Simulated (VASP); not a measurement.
# Sn2Ru3S2 (R-3m) in VASP: notebook

Runs on Sn2Ru3S2. Level: r2SCAN. Tasks: single point.

Everything below comes from runs of VASP 6.6.1. Logs are shortened: lines on timing, memory, paths and dates and some standing lists are left out, and cuts for length are marked.

### 1 The cell of the first run

It takes space group R-3m (No. 166, trigonal). The conventional cell has a = 5.626 Å, b = 5.626 Å, c = 13.569 Å, α = 90.00°, β = 90.00°, γ = 120.00°. Sn (site symmetry -3m) has 6 Ru at 2.78 Å and 6 S at 3.31 Å within 3.7 Å. Sn (site symmetry -3m) has 6 Ru at 2.81 Å and 8 S at 2.92 to 3.62 Å within 3.7 Å. Within 3.0 Å of S (site symmetry 3m) lie 3 Ru at 2.28 Å and 1 Sn at 2.92 Å. Ru (site symmetry 2/m) has 2 S at 2.28 Å and 4 Sn at 2.78 to 2.81 Å and 4 Ru at 2.81 Å within 3.0 Å.

### 2 Single point, r2SCAN

POSCAR

```
Sn2Ru3S2
1.0
    5.5684322800      0.0000000000      0.0000000000
    2.7267899500      4.8551081300      0.0000000000
    2.7267899500      1.5959576400      4.5853013200
Sn S Ru
2 2 3
Direct
    0.5000000000      0.5000000000      0.5000000000
    0.0000000000      0.0000000000      0.0000000000
    0.2150000000      0.2150000000      0.2150000000
    0.7850000000      0.7850000000      0.7850000000
    0.0000000000      0.5000000000      0.5000000000
    0.5000000000      0.0000000000      0.5000000000
    0.5000000000      0.5000000000      0.0000000000
```

INCAR.step1

```
ALGO = Normal
EDIFF = 1E-4
ENCUT = 520
GGA = PE
ISMEAR = -1
LASPH = T
LCHARG = F
LREAL = F
LWAVE = T
NBANDS = 50
NELM = 60
PREC = Accurate
SIGMA = 0.0337
```

INCAR.step2

```
ALGO = Normal
EDIFF = 1E-6
ENCUT = 520
ISIF = 2
ISMEAR = -1
ISTART = 1
LASPH = T
LCHARG = T
LELF = T
LMIXTAU = T
LREAL = F
LVHAR = T
LWAVE = F
METAGGA = R2SCAN
NBANDS = 50
NELM = 60
PREC = Accurate
SIGMA = 0.0337
```

KPOINTS

```
k-points
0
Gamma
  4 4 4
```

Potentials or basis: VASP PAW PBE potentials, release 64 (Sn_d, S, Ru_pv).

Command:

```
$ cat potpaw_PBE.64/Sn_d/POTCAR potpaw_PBE.64/S/POTCAR potpaw_PBE.64/Ru_pv/POTCAR > POTCAR
$ cp INCAR.step1 INCAR
$ mpirun -np 1 vasp_std > vasp.out
$ cp INCAR.step2 INCAR
$ mpirun -np 1 vasp_std > vasp.out
```

OUTCAR:

```text
EDIFF = 1E-6
   ENCUT = 520
   ISIF = 2
   ISMEAR = -1
   ISTART = 1
   LASPH = T
   LREAL = F
   METAGGA = R2SCAN
   NELM = 60
   PREC = Accurate

 ion  position               nearest neighbor table
   1  0.500  0.500  0.500-   5 2.78   5 2.78   7 2.78   7 2.78   6 2.78   6 2.78
   2  0.000  0.000  0.000-   6 2.81   6 2.81   7 2.81   7 2.81   5 2.81   5 2.81   3 2.92   4 2.92

   3  0.215  0.215  0.215-   5 2.28   6 2.28   7 2.28   2 2.92
   4  0.785  0.785  0.785-   5 2.28   6 2.28   7 2.28   2 2.92
   5  0.000  0.500  0.500-   3 2.28   4 2.28   1 2.78   1 2.78   7 2.81   7 2.81   6 2.81   6 2.81
                             2 2.81   2 2.81
   6  0.500  0.000  0.500-   3 2.28   4 2.28   1 2.78   1 2.78   2 2.81   2 2.81   5 2.81   5 2.81
                             7 2.81   7 2.81
   7  0.500  0.500  0.000-   3 2.28   4 2.28   1 2.78   1 2.78   5 2.81   5 2.81   2 2.81   2 2.81
                             6 2.81   6 2.81

  LATTYP: Found a trigonal (rhomboedric) cell.
 ALAT       =     5.5684341053
 COS(alpha) =     0.4896864366

  Lattice vectors:

 A1 = (   5.5684322800,   0.0000000000,   0.0000000000)
 A2 = (   2.7267899500,   4.8551081300,   0.0000000000)
 A3 = (   2.7267899500,   1.5959576400,   4.5853013200)

Analysis of symmetry for initial positions (statically):
=====================================================================
 Subroutine PRICEL returns:
 Original cell was already a primitive cell.

 Routine SETGRP: Setting up the symmetry group for a
 trigonal (rhombohedral) supercell.

 Subroutine GETGRP returns: Found 12 space group operations
 (whereof 12 operations were pure point group operations)
 out of a pool of 12 trial point group operations.

The static configuration has the point symmetry D_3d.

Analysis of symmetry for dynamics (positions and initial velocities):
=====================================================================
 Subroutine PRICEL returns:
 Original cell was already a primitive cell.

 Routine SETGRP: Setting up the symmetry group for a
 trigonal (rhombohedral) supercell.

 Subroutine GETGRP returns: Found 12 space group operations
 (whereof 12 operations were pure point group operations)
 out of a pool of 12 trial point group operations.

The dynamic configuration has the point symmetry D_3d.

 Subroutine INISYM returns: Found 12 space group operations
 (whereof 12 operations are pure point group operations),
 and found     1 'primitive' translations

----------------------------------------------------------------------------------------

                                     Primitive cell

  volume of cell :     123.9652

  direct lattice vectors                    reciprocal lattice vectors
     5.568432280  0.000000000  0.000000000     0.179583759 -0.100860202 -0.071689635
     2.726789950  4.855108130  0.000000000     0.000000000  0.205968636 -0.071689339
     2.726789950  1.595957640  4.585301320     0.000000000  0.000000000  0.218088176

  length of vectors
     5.568432280  5.568434105  5.568433569     0.218088309  0.218088148  0.218088176

  position of ions in fractional coordinates (direct lattice)
     0.500000000  0.500000000  0.500000000
     0.000000000  0.000000000  0.000000000
     0.215000000  0.215000000  0.215000000
     0.785000000  0.785000000  0.785000000
     1.000000000  0.500000000  0.500000000
     0.500000000  0.000000000  0.500000000
     0.500000000  0.500000000  0.000000000

  ion indices of the primitive-cell ions
   primitive index   ion index
                 1           1
                 2           2
                 3           3
                 4           4
                 5           5
                 6           6
                 7           7

----------------------------------------------------------------------------------------

 KPOINTS: k-points

Automatic generation of k-mesh.
 Grid dimensions read from file:
 generate k-points for:    4    4    4

 Generating k-lattice:

  Cartesian coordinates                     Fractional coordinates (reciprocal lattice)
     0.044895940 -0.025215051 -0.017922409     0.250000000  0.000000000 -0.000000000
     0.000000000  0.051492159 -0.017922335     0.000000000  0.250000000  0.000000000
     0.000000000  0.000000000  0.054522044     0.000000000  0.000000000  0.250000000

  Length of vectors
     0.054522077  0.054522037  0.054522044

  Shift w.r.t. Gamma in fractional coordinates (k-lattice)
     0.000000000  0.000000000  0.000000000

 Subroutine IBZKPT returns following result:
 ===========================================

 Found     13 irreducible k-points:

 Following reciprocal coordinates:
            Coordinates               Weight
  0.000000  0.000000  0.000000      1.000000
  0.250000  0.000000 -0.000000      6.000000
  0.500000  0.000000 -0.000000      3.000000
  0.250000  0.250000 -0.000000      6.000000
  0.500000  0.250000 -0.000000     12.000000
 -0.250000  0.250000  0.000000      6.000000
  0.500000  0.500000 -0.000000      3.000000
  0.250000  0.250000  0.250000      2.000000
  0.500000  0.250000  0.250000      6.000000
 -0.250000  0.250000  0.250000      6.000000
  0.500000  0.500000  0.250000      6.000000
 -0.250000  0.500000  0.250000      6.000000
  0.500000  0.500000  0.500000      1.000000
   k-points           NKPTS =     13   k-points in BZ     NKDIM =     13   number of bands    NBANDS=     50
   number of dos      NEDOS =    301   number of ions     NIONS =      7
   total plane-waves  NPLWV =  74088
   dimension x,y,z NGX =    42 NGY =   42 NGZ =   42
   dimension x,y,z NGXF=    84 NGYF=   84 NGZF=   84
   ions per type =               2   2   3
   NGX,Y,Z   is equivalent  to a cutoff of  12.54, 12.54, 12.54 a.u.
   NGXF,Y,Z  is equivalent  to a cutoff of  25.08, 25.08, 25.08 a.u.
 SYSTEM =  unknown system
   PREC   = accura    normal or accurate (medium, high low for compatibility)
   ISTART =      1    job   : 0-new  1-cont  2-samecut
   ICHARG =      0    charge: 1-file 2-atom 10-const
   ISPIN  =      1    spin polarized calculation?
   LNONCOLLINEAR =      F non collinear calculations
   LSORBIT =      F    spin-orbit coupling
   LASPH  =      T    aspherical Exc in radial PAW
   ENCUT  =  520.0 eV  38.22 Ry    6.18 a.u.  10.35 10.35 10.35*2*pi/ulx,y,z
   NELM   =     60;   NELMIN=  2; NELMDL=  0     # of ELM steps
   EDIFF  = 0.1E-05   stopping-criterion for ELM
   LREAL  =      F    real-space projection
   EDIFFG = 0.1E-04   stopping-criterion for IOM
   NSW    =      0    number of steps for IOM
   IBRION =     -1    ionic relax: 0-MD 1-quasi-New 2-CG
   NFREE  =      0    steps in history (QN), initial steepest desc. (CG)
   ISIF   =      2    stress and relaxation
   ISYM   =      2    0-nonsym 1-usesym 2-fastsym
   POTIM  = 0.5000    time-step for ionic-motion
   TEBEG  =    0.0;   TEEND  =   0.0 temperature during run
   PSTRESS=    0.0 pullay stress
   NELECT =      82.0000    total number of electrons
   NUPDOWN=      -1.0000    fix difference up-down
   EMIN   =  10.00;   EMAX   =-10.00  energy-range for DOS
   EFERMI =   0.00;   METHOD = LEGACY
   ISMEAR =    -1;   SIGMA  =   0.03  broadening in eV -4-tet -1-fermi 0-gaus
   EFERMI_NEDOS =   21; number of points for ismear=-14 and -15
   IALGO  =     38    algorithm
   IMIX   =      4    mixing-type and parameters
     AMIX     =   0.40;   BMIX     =  1.00
     AMIX_MAG =   1.60;   BMIX_MAG =  1.00
  volume/ion in A,a.u.               =      17.71       119.51
  Fermi-wavevector in a.u.,A,eV,Ry     =   1.426416  2.695535 27.683266  2.034663
  Thomas-Fermi vector in A             =   2.546695
   LORBIT       =      0    0 simple, 1 ext, 2 COOP (PROOUT), +10 PAW based schemes
   METAGGA = R2SCAN    functional components
   LHFCALC =     F    Hartree Fock is set to
   AEXX    =    0.0000 exact exchange contribution
   IVDW    =     0    specifies the selected vdW correction
   LEPSILON=     F    determine dielectric tensor
   LRPA    =     F    only Hartree local field effects (RPA)
 non-spin polarized calculation
  energy-cutoff  :      520.00
  volume of cell :      123.97
 maximum number of plane-waves:      3362
 NGX is ok and might be reduce to    42
   NGX = 21   NGY = 21   NGZ = 21

 number of electron      82.0000024 magnetization

 Free energy of the ion-electron system (eV)
  ---------------------------------------------------
  ext. energy  EPLUGINS =         0.00000000
  ---------------------------------------------------
  free energy    TOTEN  =      -143.73722238 eV

  energy without entropy =     -143.70877800  energy(sigma->0) =     -143.72300019

 E-fermi :   9.3004     XC(G=0): -12.6460

 val. band max:        9.2917478073   @ k =   0.5000   0.2500  -0.0000
 cond. band min:       9.3277523880   @ k =   0.5000   0.5000   0.2500
 fundamental gap:      0.0360045806
 Fermi energy:         9.3004392670

 k-point     1 :       0.0000    0.0000    0.0000
  band No.  band energies     occupation
      1     -34.9411      2.00000
      2     -34.5552      2.00000
      3     -34.5552      2.00000
      4     -34.2561      2.00000
      5     -34.2561      2.00000
      6     -34.2533      2.00000
[... 42 lines left out ...]
     49      12.3024      0.00000
     50      13.2844      0.00000

 k-point     2 :       0.2500    0.0000   -0.0000
  band No.  band energies     occupation
      1     -34.8852      2.00000
      2     -34.5871      2.00000
      3     -34.5376      2.00000
      4     -34.2656      2.00000
      5     -34.2426      2.00000
      6     -34.2394      2.00000
[... 42 lines left out ...]
     49      13.1843      0.00000
     50      13.9094      0.00000

 k-point     3 :       0.5000    0.0000   -0.0000
  band No.  band energies     occupation
      1     -34.8021      2.00000
      2     -34.6464      2.00000
      3     -34.5189      2.00000
      4     -34.2759      2.00000
      5     -34.2092      2.00000
      6     -34.2089      2.00000
[... 519 lines left out ...]
     49      13.9997      0.00000
     50      15.3775      0.00000

 k-point    13 :       0.5000    0.5000    0.5000
  band No.  band energies     occupation
      1     -34.9416      2.00000
      2     -34.5553      2.00000
      3     -34.5553      2.00000
      4     -34.2561      2.00000
      5     -34.2561      2.00000
      6     -34.2561      2.00000
[... 42 lines left out ...]
     49      14.4124      0.00000
     50      15.8720      0.00000

------------------------ aborting loop because EDIFF is reached ----------------------------------------

  FORCE on cell =-STRESS in cart. coord.  units (eV):
  Direction    XX          YY          ZZ          XY          YZ          ZX
  --------------------------------------------------------------------------------------
  -------------------------------------------------------------------------------------
  Total        0.0320097      0.5322713      0.6612462     -0.4453622     -0.1852773     -0.3165555
  in kB        0.4137069      6.8792949      8.5462192     -5.7560458     -2.3946003     -4.0912937
  external PRESSURE =       5.2797403 kB  Pullay stress =       0.0000000 kB

 VOLUME and BASIS-vectors are now :
 -----------------------------------------------------------------------------
  energy-cutoff  :      520.00
  volume of cell :      123.97
      direct lattice vectors                 reciprocal lattice vectors
     5.568432280  0.000000000  0.000000000     0.179583759 -0.100860202 -0.071689635
     2.726789950  4.855108130  0.000000000     0.000000000  0.205968636 -0.071689339
     2.726789950  1.595957640  4.585301320     0.000000000  0.000000000  0.218088176

 POSITION                                       TOTAL-FORCE (eV/Angst)
 -----------------------------------------------------------------------------------
      5.51101      3.22553      2.29265         0.000000      0.000000      0.000000
      0.00000      0.00000      0.00000         0.000000      0.000000      0.000000
      2.36973      1.38698      0.98584        -0.627486     -0.367261     -0.261042
      8.65228      5.06409      3.59946         0.627486      0.367261      0.261042
      2.72679      3.22553      2.29265         0.000000     -0.000000      0.000000
      4.14761      0.79798      2.29265         0.000000      0.000000      0.000000
      4.14761      2.42755      0.00000         0.000000      0.000000      0.000000
 -----------------------------------------------------------------------------------
    total drift:                               -0.000000     -0.000000      0.000000

  FREE ENERGIE OF THE ION-ELECTRON SYSTEM (eV)
  ---------------------------------------------------
  free  energy   TOTEN  =      -143.7372223828 eV

  energy  without entropy=     -143.7087779973  energy(sigma->0) =     -143.72300019
```

Wall time 8.2 min (1 thread of Oxide Virtual Turin-like, shared host); peak memory 0.29 GiB.

Results:

* Free energy: -143.7372 eV
* Pressure: 0.5 GPa
* Largest force: 0.773 eV/Å
* Band gap on the k mesh: zero (band 41 reaches 9.47 eV, above the bottom of band 42 at 9.01 eV)

Forces in eV/Å, atoms in the order of the input:
```
Sn   0.000  0.000  0.000
Sn   0.000  0.000  0.000
S   -0.627 -0.367 -0.261
S    0.627  0.367  0.261
Ru   0.000  0.000  0.000
Ru   0.000  0.000  0.000
Ru   0.000  0.000  0.000
```

Stress tensor (GPa, compression positive):
```
 0.04 -0.58 -0.41
-0.58  0.69 -0.24
-0.41 -0.24  0.85
```

Caveat: the PAW data sets were made with another functional, which shifts forces and pressure a little; spin-orbit coupling is left out, which moves the levels of the heavy elements.

[end of part 1 of 2]
